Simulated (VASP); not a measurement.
# AlSn4 (Cmmm) in VASP: single point with PBE

Aim: the single point of AlSn4 with PBE.

All numbers are computed with VASP 6.6.1; they aren't measurements. Logs are shortened: lines on timing, memory, paths and dates and some standing lists are left out, and cuts for length are marked.

## (1) The cell of the first run

The structure is orthorhombic, space group Cmmm (No. 65). Conventional cell: a = 8.605 Å, b = 9.352 Å, c = 3.453 Å, α = 90.00°, β = 90.00°, γ = 90.00°. Al (site symmetry mmm) has 6 Sn at 2.83 to 2.92 Å and 2 Al at 3.45 Å within 3.7 Å. Sn (site symmetry m2m) has 1 Al at 2.83 Å and 7 Sn at 3.19 to 3.69 Å within 3.7 Å. Within 3.9 Å of Sn (site symmetry 2mm) lie 2 Al at 2.92 Å and 7 Sn at 3.19 to 3.90 Å.

## (2) Single point, PBE

POSCAR

```
AlSn4
1.0
    4.3024432836     -4.6760296685      0.0000000000
    4.3024432836      4.6760296685      0.0000000000
    0.0000000000      0.0000000000      3.4534636746
Al Sn
1 4
Direct
    0.5000000000      0.5000000000      0.5000000000
    0.8026419856      0.1973580144      0.5000000000
    0.2266121921      0.2266121921      0.0000000000
    0.7733878079      0.7733878079      0.0000000000
    0.1973580144      0.8026419856      0.5000000000
```

INCAR.step1

```
SYSTEM = AlSn4
PREC = Accurate ; ENCUT = 520
EDIFF = 1E-6 ; ISMEAR = 0
SIGMA = 0.1 ; LREAL = .FALSE.
LASPH = .TRUE. ; NELM = 60
ALGO = Fast ; ISIF = 2
LWAVE = .FALSE. ; LCHARG = .TRUE.
GGA = PE ; NBANDS = 38
```

KPOINTS.step1

```
regular mesh
0
G
  6 6 10
  0 0 0
```

INCAR.step2

```
SYSTEM = AlSn4
PREC = Accurate ; ENCUT = 520
EDIFF = 1E-6 ; ISMEAR = -5
SIGMA = 0.1 ; LREAL = .FALSE.
LASPH = .TRUE. ; NELM = 60
ALGO = Fast ; ISIF = 2
LWAVE = .FALSE. ; LCHARG = .FALSE.
GGA = PE ; LORBIT = 10
NEDOS = 2001 ; ICHARG = 11
```

KPOINTS.step2

```
regular mesh
0
G
  9 9 15
  0 0 0
```

Potentials or basis: VASP PAW PBE potentials, release 64 (Al, Sn_d).

Run with:

```bash
$ cat potpaw_PBE.64/Al/POTCAR potpaw_PBE.64/Sn_d/POTCAR > POTCAR
$ cp INCAR.step1 INCAR
$ cp KPOINTS.step1 KPOINTS
$ mpirun -np 1 vasp_std > vasp.out
$ cp INCAR.step2 INCAR
$ cp KPOINTS.step2 KPOINTS
$ mpirun -np 1 vasp_std > vasp.out
```

OUTCAR:

```text
SYSTEM = AlSn4
   PREC = Accurate
   ENCUT = 520
   EDIFF = 1E-6
   ISMEAR = -5
   LREAL = .FALSE.
   LASPH = .TRUE.
   NELM = 60
   ISIF = 2
   GGA = PE
   LORBIT = 10
   ICHARG = 11

 ion  position               nearest neighbor table
   1  0.500  0.500  0.500-   2 2.83   5 2.83   4 2.92   3 2.92   3 2.92   4 2.92
   2  0.803  0.197  0.500-   1 2.83   3 3.19   4 3.19   3 3.19   4 3.19   5 3.69
   3  0.227  0.227  0.000-   1 2.92   1 2.92   5 3.19   2 3.19   2 3.19   5 3.19
   4  0.773  0.773  0.000-   1 2.92   1 2.92   5 3.19   2 3.19   2 3.19   5 3.19
   5  0.197  0.803  0.500-   1 2.83   3 3.19   4 3.19   3 3.19   4 3.19   2 3.69

  LATTYP: Found a base centered orthorhombic cell.
 ALAT       =     8.6048865672
 B/A-ratio  =     1.0868312167
 C/A-ratio  =     0.4013375014

  Lattice vectors:

 A1 = (   4.3024432836,  -4.6760296685,   0.0000000000)
 A2 = (   4.3024432836,   4.6760296685,   0.0000000000)
 A3 = (   0.0000000000,   0.0000000000,   3.4534636746)

Analysis of symmetry for initial positions (statically):
=====================================================================
 Subroutine PRICEL returns:
 Original cell was already a primitive cell.

 Routine SETGRP: Setting up the symmetry group for a
 base centered orthorhombic supercell.

 Subroutine GETGRP returns: Found  8 space group operations
 (whereof  8 operations were pure point group operations)
 out of a pool of  8 trial point group operations.

The static configuration has the point symmetry D_2h.

Analysis of symmetry for dynamics (positions and initial velocities):
=====================================================================
 Subroutine PRICEL returns:
 Original cell was already a primitive cell.

 Routine SETGRP: Setting up the symmetry group for a
 base centered orthorhombic supercell.

 Subroutine GETGRP returns: Found  8 space group operations
 (whereof  8 operations were pure point group operations)
 out of a pool of  8 trial point group operations.

The dynamic configuration has the point symmetry D_2h.

 Subroutine INISYM returns: Found  8 space group operations
 (whereof  8 operations are pure point group operations),
 and found     1 'primitive' translations

----------------------------------------------------------------------------------------

                                     Primitive cell

  volume of cell :     138.9560

  direct lattice vectors                    reciprocal lattice vectors
     4.302443284 -4.676029669  0.000000000     0.116213037 -0.106928321  0.000000000
     4.302443284  4.676029669  0.000000000     0.116213037  0.106928321  0.000000000
     0.000000000  0.000000000  3.453463675     0.000000000  0.000000000  0.289564360

  length of vectors
     6.354232579  6.354232579  3.453463675     0.157921296  0.157921296  0.289564360

  position of ions in fractional coordinates (direct lattice)
     0.500000000  0.500000000  0.500000000
     0.802641986  0.197358014  0.500000000
     0.226612192  0.226612192  0.000000000
     0.773387808  0.773387808  0.000000000
     0.197358014  0.802641986  0.500000000

  ion indices of the primitive-cell ions
   primitive index   ion index
                 1           1
                 2           2
                 3           3
                 4           4
                 5           5

----------------------------------------------------------------------------------------

 KPOINTS: regular mesh

Automatic generation of k-mesh.
 Grid dimensions read from file:
 generate k-points for:    9    9   15

 Generating k-lattice:

  Cartesian coordinates                     Fractional coordinates (reciprocal lattice)
     0.012912560 -0.011880925  0.000000000     0.111111111 -0.000000000  0.000000000
     0.012912560  0.011880925  0.000000000    -0.000000000  0.111111111  0.000000000
     0.000000000  0.000000000  0.019304291     0.000000000  0.000000000  0.066666667

  Length of vectors
     0.017546811  0.017546811  0.019304291

  Shift w.r.t. Gamma in fractional coordinates (k-lattice)
     0.000000000  0.000000000  0.000000000

 TETIRR: Found   1826 inequivalent tetrahedra from     7290

 Subroutine IBZKPT returns following result:
 ===========================================

 Found    200 irreducible k-points:

 Following reciprocal coordinates:
            Coordinates               Weight
  0.000000  0.000000  0.000000      1.000000
  0.111111  0.000000  0.000000      4.000000
  0.222222  0.000000  0.000000      4.000000
  0.333333  0.000000  0.000000      4.000000
  0.444444  0.000000  0.000000      4.000000
  0.111111  0.111111  0.000000      2.000000
[... 16 lines left out ...]
 -0.333333  0.333333  0.000000      2.000000
  0.444444  0.444444  0.000000      2.000000
 [... further k-points ...]
   k-points           NKPTS =    200   k-points in BZ     NKDIM =    200   number of bands    NBANDS=     35
   number of dos      NEDOS =   2001   number of ions     NIONS =      5
   total plane-waves  NPLWV =  64512
   dimension x,y,z NGX =    48 NGY =   48 NGZ =   28
   dimension x,y,z NGXF=    96 NGYF=   96 NGZF=   56
   ions per type =               1   4
   NGX,Y,Z   is equivalent  to a cutoff of  12.56, 12.56, 13.48 a.u.
   NGXF,Y,Z  is equivalent  to a cutoff of  25.12, 25.12, 26.96 a.u.
 SYSTEM =  AlSn4
   PREC   = accura    normal or accurate (medium, high low for compatibility)
   ISTART =      0    job   : 0-new  1-cont  2-samecut
   ICHARG =     11    charge: 1-file 2-atom 10-const
   ISPIN  =      1    spin polarized calculation?
   LNONCOLLINEAR =      F non collinear calculations
   LSORBIT =      F    spin-orbit coupling
   LASPH  =      T    aspherical Exc in radial PAW
   ENCUT  =  520.0 eV  38.22 Ry    6.18 a.u.  11.81 11.81  6.42*2*pi/ulx,y,z
   NELM   =     60;   NELMIN=  2; NELMDL=  0     # of ELM steps
   EDIFF  = 0.1E-05   stopping-criterion for ELM
   LREAL  =      F    real-space projection
   EDIFFG = 0.1E-04   stopping-criterion for IOM
   NSW    =      0    number of steps for IOM
   IBRION =     -1    ionic relax: 0-MD 1-quasi-New 2-CG
   NFREE  =      0    steps in history (QN), initial steepest desc. (CG)
   ISIF   =      2    stress and relaxation
   ISYM   =      2    0-nonsym 1-usesym 2-fastsym
   POTIM  = 0.5000    time-step for ionic-motion
   TEBEG  =    0.0;   TEEND  =   0.0 temperature during run
   PSTRESS=    0.0 pullay stress
   NELECT =      59.0000    total number of electrons
   NUPDOWN=      -1.0000    fix difference up-down
   EMIN   =  10.00;   EMAX   =-10.00  energy-range for DOS
   EFERMI =   0.00;   METHOD = LEGACY
   ISMEAR =    -5;   SIGMA  =   0.10  broadening in eV -4-tet -1-fermi 0-gaus
   EFERMI_NEDOS =   21; number of points for ismear=-14 and -15
   IALGO  =     68    algorithm
   IMIX   =      4    mixing-type and parameters
     AMIX     =   0.40;   BMIX     =  1.00
     AMIX_MAG =   1.60;   BMIX_MAG =  1.00
  volume/ion in A,a.u.               =      27.79       187.54
  Fermi-wavevector in a.u.,A,eV,Ry     =   1.230457  2.325226 20.599549  1.514024
  Thomas-Fermi vector in A             =   2.365305
   LORBIT       =     10    0 simple, 1 ext, 2 COOP (PROOUT), +10 PAW based schemes
   GGA     = PE    functional components
   LHFCALC =     F    Hartree Fock is set to
   AEXX    =    0.0000 exact exchange contribution
   IVDW    =     0    specifies the selected vdW correction
   LEPSILON=     F    determine dielectric tensor
   LRPA    =     F    only Hartree local field effects (RPA)
 non-spin polarized calculation
 RMM-DIIS sequential band-by-band and
 Fermi weights with tetrahedron method with Bloechl corrections
  energy-cutoff  :      520.00
  volume of cell :      138.96
 maximum number of plane-waves:      3781

 number of electron      58.9999996 magnetization

 Free energy of the ion-electron system (eV)
  ---------------------------------------------------
  ext. energy  EPLUGINS =         0.00000000
  ---------------------------------------------------
  free energy    TOTEN  =       -18.38619841 eV

  energy without entropy =      -18.38619841  energy(sigma->0) =      -18.38619841

 E-fermi :   6.9399     XC(G=0):  -9.7833

 val. band max:        7.0951983159   @ k =   0.3333   0.3333   0.4667
 cond. band min:       6.8388711380   @ k =   0.1111   0.1111   0.3333
 fundamental gap:     -0.2563271779
 Fermi energy:         6.9398641352

 k-point     1 :       0.0000    0.0000    0.0000
  band No.  band energies     occupation
      1     -14.6820      2.00000
      2     -14.6431      2.00000
      3     -14.6355      2.00000
      4     -14.6303      2.00000
      5     -14.6271      2.00000
      6     -14.6259      2.00000
[... 27 lines left out ...]
     34      11.6893      0.00000
     35      11.8445      0.00000

 k-point     2 :       0.1111    0.0000    0.0000
  band No.  band energies     occupation
      1     -14.6817      2.00000
      2     -14.6434      2.00000
      3     -14.6350      2.00000
      4     -14.6296      2.00000
      5     -14.6267      2.00000
      6     -14.6252      2.00000
[... 27 lines left out ...]
     34      11.6673      0.00000
     35      11.9167      0.00000

 k-point     3 :       0.2222    0.0000    0.0000
  band No.  band energies     occupation
      1     -14.6809      2.00000
      2     -14.6441      2.00000
      3     -14.6338      2.00000
      4     -14.6286      2.00000
      5     -14.6253      2.00000
      6     -14.6231      2.00000
[... 27 lines left out ...]
     34      11.5041      0.00000
     35      11.6968      0.00000
[... 723 lines left out ...]
 k-point    23 :      -0.3333    0.3333    0.0000
  band No.  band energies     occupation
      1     -14.6782      2.00000
      2     -14.6461      2.00000
      3     -14.6292      2.00000
      4     -14.6289      2.00000
      5     -14.6156      2.00000
      6     -14.6156      2.00000
[... 27 lines left out ...]
     34      10.6397      0.00000
     35      10.7726      0.00000

 k-point    24 :       0.4444    0.4444    0.0000
  band No.  band energies     occupation
      1     -14.6771      2.00000
      2     -14.6470      2.00000
      3     -14.6292      2.00000
      4     -14.6268      2.00000
      5     -14.6119      2.00000
      6     -14.6118      2.00000
[... 27 lines left out ...]
     34      10.3453      0.00000
     35      11.2274      0.00000

 [... further k-points ...]
[... 5 lines left out ...]
  --------------------------------------------------------------------------------------
  -------------------------------------------------------------------------------------
  Total        0.3335688      0.4275756      0.4540470      0.0000000      0.0000000      0.0000000
  in kB        3.8460834      4.9299920      5.2352103      0.0000000      0.0000000      0.0000000
  external PRESSURE =       4.6704285 kB  Pullay stress =       0.0000000 kB

 VOLUME and BASIS-vectors are now :
 -----------------------------------------------------------------------------
  energy-cutoff  :      520.00
  volume of cell :      138.96
      direct lattice vectors                 reciprocal lattice vectors
     4.302443284 -4.676029669  0.000000000     0.116213037 -0.106928321  0.000000000
     4.302443284  4.676029669  0.000000000     0.116213037  0.106928321  0.000000000
     0.000000000  0.000000000  3.453463675     0.000000000  0.000000000  0.289564360

 POSITION                                       TOTAL-FORCE (eV/Angst)
 -----------------------------------------------------------------------------------
      4.30244      0.00000      1.72673         0.000000      0.000000      0.000000
      4.30244     -2.83033      1.72673         0.000000     -0.010853      0.000000
      1.94997      0.00000      0.00000         0.002260      0.000000      0.000000
      6.65491      0.00000      0.00000        -0.002260      0.000000      0.000000
      4.30244      2.83033      1.72673         0.000000      0.010853      0.000000
 -----------------------------------------------------------------------------------
    total drift:                               -0.000000     -0.000000     -0.000000

  FREE ENERGIE OF THE ION-ELECTRON SYSTEM (eV)
  ---------------------------------------------------
  free  energy   TOTEN  =       -18.3861984088 eV

  energy  without entropy=      -18.3861984088  energy(sigma->0) =      -18.38619841

 total charge

# of ion       s       p       d       tot
------------------------------------------
    1        0.457   0.305   0.000   0.762
    2        1.274   0.931   9.966  12.171
    3        1.257   0.972   9.973  12.202
    4        1.257   0.972   9.973  12.202
    5        1.274   0.931   9.966  12.171
--------------------------------------------------
tot          5.520   4.111  39.877  49.509
```

It took 11 min on 1 thread of AMD EPYC 9R45 (Zen 5), shared host; peak memory 0.74 GiB.

Results:

| Property | Result |
| --- | --- |
| Valence electrons inside the program's atomic spheres | Al 0.76; Sn 12.17, 12.20 (each value once) |

Levels at points of the mesh, in eV from the Fermi level:
```csv
k point,band 25,band 26,band 27,band 28,band 29,band 30,band 31,band 32,band 33,band 34
"(0.00, 0.00, 0.00)",-4.72,-3.87,-2.82,-2.21,0.44,1.66,4.25,4.38,4.39,4.75
```

Caveat: spin-orbit coupling is left out, which moves the levels of the heavy elements.
